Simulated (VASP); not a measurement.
# Eu (Im-3m) in VASP: further runs, part 2 of 2

VASP 6.6.1. Earlier steps stand in the parts before.

## 4. Single point, PBEsol, collinear spin, ferromagnetic start

File INCAR:

```
SYSTEM = Eu
  ALGO = Normal
  EDIFF = 1E-6
  ENCUT = 520
  GGA = PS
  ISIF = 2
  ISMEAR = -1
  ISPIN = 2
  LASPH = .True.
  LCHARG = .True.
  LELF = .True.
  LMAXMIX = 6
  LORBIT = 11
  LREAL = .False.
  LVHAR = .True.
  LWAVE = .False.
  MAGMOM = 5.2
  NBANDS = 18
  NELM = 150
  NUPDOWN = 5.2
  PREC = Accurate
  SIGMA = 0.05
```

File KPOINTS:

```
k-points
0
Gamma
  7 7 7
  0 0 0
```

File POSCAR:

```
Eu
1.0
   -2.3030000000      2.3030000000      2.3030000000
    2.3030000000     -2.3030000000      2.3030000000
    2.3030000000      2.3030000000     -2.3030000000
Eu
1
Direct
    0.0000000000      0.0000000000      0.0000000000
```

Potentials or basis: VASP PAW PBE potentials, release 64 (Eu).

Launch:

```console
$ cat potpaw_PBE.64/Eu/POTCAR > POTCAR
$ mpirun -np 1 vasp_std > vasp.out
```

OUTCAR:

```text
SYSTEM = Eu
   EDIFF = 1E-6
   ENCUT = 520
   GGA = PS
   ISIF = 2
   ISMEAR = -1
   ISPIN = 2
   LASPH = .True.
   LORBIT = 11
   LREAL = .False.
   NELM = 150
   NUPDOWN = 5.2
   PREC = Accurate

 ion  position               nearest neighbor table
   1  0.000  0.000  0.000-

  LATTYP: Found a body centered cubic cell.
 ALAT       =     4.6060000000

  Lattice vectors:

 A1 = (  -2.3030000000,   2.3030000000,   2.3030000000)
[... 1041 lines left out ...]
  -------------------------------------------------------------------------------------
  Total       -0.5558519     -0.5558519     -0.5558519     -0.0000000      0.0000000     -0.0000000
  in kB      -18.2275336    -18.2275336    -18.2275336     -0.0000000      0.0000000     -0.0000000
  external PRESSURE =     -18.2275336 kB  Pullay stress =       0.0000000 kB

 VOLUME and BASIS-vectors are now :
 -----------------------------------------------------------------------------
  energy-cutoff  :      520.00
  volume of cell :       48.86
      direct lattice vectors                 reciprocal lattice vectors
    -2.303000000  2.303000000  2.303000000     0.000000000  0.217108120  0.217108120
     2.303000000 -2.303000000  2.303000000     0.217108120  0.000000000  0.217108120
     2.303000000  2.303000000 -2.303000000     0.217108120  0.217108120  0.000000000

 POSITION                                       TOTAL-FORCE (eV/Angst)
 -----------------------------------------------------------------------------------
      0.00000      0.00000      0.00000        -0.000000     -0.000000      0.000000
 -----------------------------------------------------------------------------------
    total drift:                               -0.000000     -0.000000      0.000000

  FREE ENERGIE OF THE ION-ELECTRON SYSTEM (eV)
  ---------------------------------------------------
  free  energy   TOTEN  =       -10.6990348589 eV

  energy  without entropy=      -10.6314927140  energy(sigma->0) =      -10.66526379

 total charge

# of ion       s       p       d       f       tot
--------------------------------------------------
    1        2.054   5.698   0.258   6.565  14.575

 magnetization (x)

# of ion       s       p       d       f       tot
--------------------------------------------------
    1       -0.028  -0.154  -0.214   6.548   6.151
```

OSZICAR:

```text
N       E                     dE             d eps       ncg     rms          rms(c)
DAV:   1     0.111999061557E+03    0.11200E+03   -0.62737E+03  1712   0.377E+03
DAV:   2     0.114795913757E+02   -0.10052E+03   -0.91306E+02  1866   0.276E+02
DAV:   3    -0.537577486459E+01   -0.16855E+02   -0.16463E+02  2196   0.103E+02
DAV:   4    -0.707000310144E+01   -0.16942E+01   -0.16364E+01  2838   0.267E+01
DAV:   5    -0.715880712279E+01   -0.88804E-01   -0.88426E-01  2526   0.680E+00    0.249E+01
DAV:   6    -0.110471247707E+02   -0.38883E+01   -0.78476E+00  2022   0.346E+01    0.220E+01
DAV:   7    -0.106371654896E+02    0.40996E+00   -0.37526E+00  1990   0.390E+01    0.116E+01
DAV:   8    -0.106895004383E+02   -0.52335E-01   -0.73545E-01  2130   0.167E+01    0.579E+00
DAV:   9    -0.107300087888E+02   -0.40508E-01   -0.85600E-01  2292   0.984E+00    0.529E+00
DAV:  10    -0.107101921070E+02    0.19817E-01   -0.40162E-02  2700   0.260E+00    0.344E+00
DAV:  11    -0.106999334739E+02    0.10259E-01   -0.28688E-02  2264   0.291E+00    0.193E+00
DAV:  12    -0.106991338689E+02    0.79961E-03   -0.83657E-03  2458   0.152E+00    0.124E+00
DAV:  13    -0.106985370988E+02    0.59677E-03   -0.30782E-03  2468   0.954E-01    0.842E-01
DAV:  14    -0.106990195232E+02   -0.48242E-03   -0.12222E-03  2352   0.649E-01    0.265E-01
DAV:  15    -0.106990013252E+02    0.18198E-04   -0.46057E-04  2708   0.321E-01    0.733E-02
DAV:  16    -0.106990312789E+02   -0.29954E-04   -0.58905E-05  2612   0.858E-02    0.467E-02
DAV:  17    -0.106990341500E+02   -0.28711E-05   -0.50297E-06  2238   0.451E-02    0.336E-02
DAV:  18    -0.106990348589E+02   -0.70888E-06   -0.15893E-06  1472   0.262E-02
   1 F= -.10699035E+02 E0= -.10665264E+02  d E =-.675421E-01  mag=     5.2000
```

Wall time 55 s (1 thread of Intel Xeon Platinum 8375C at 2.90GHz (Ice Lake), shared host); peak memory 0.21 GiB.

Results:

| Property | Result |
| --- | --- |
| Free energy | -10.6990 eV |
| Pressure | -1.8 GPa |
| Net moment | 5.20 μB per cell |
| Site moments | Eu +6.15 μB |
| Valence electrons inside the program's atomic spheres | Eu 14.57 |

Caveat: the PAW data sets were made with another functional, which shifts forces and pressure a little; the total moment is fixed, so each spin has its own Fermi level. The state reached can hang on the start; a lower one may exist.

## 5. Overview

| fixed moment (μB) | pressure (GPa) | moment (μB) |
| --- | --- | --- |
| 1.8 | -4.8 | 1.80 |
| 3.5 | -4.6 | 3.50 |
| 5.2 | -1.8 | 5.20 |

Alike in all rows: task single point; level PBEsol; potentials or basis VASP PAW PBE potentials, release 64 (Eu); spin collinear, ferromagnetic start; cell as given; k mesh 7 × 7 × 7; cutoff (eV) 520; smearing fermi-dirac 0.05 eV.

Caveats: the PAW data sets were made with another functional, which shifts forces and pressure a little; the total moment is fixed, so each spin has its own Fermi level; the cell stands under tension (at least some runs).

Absolute energies hang on the potentials; compare differences alone.
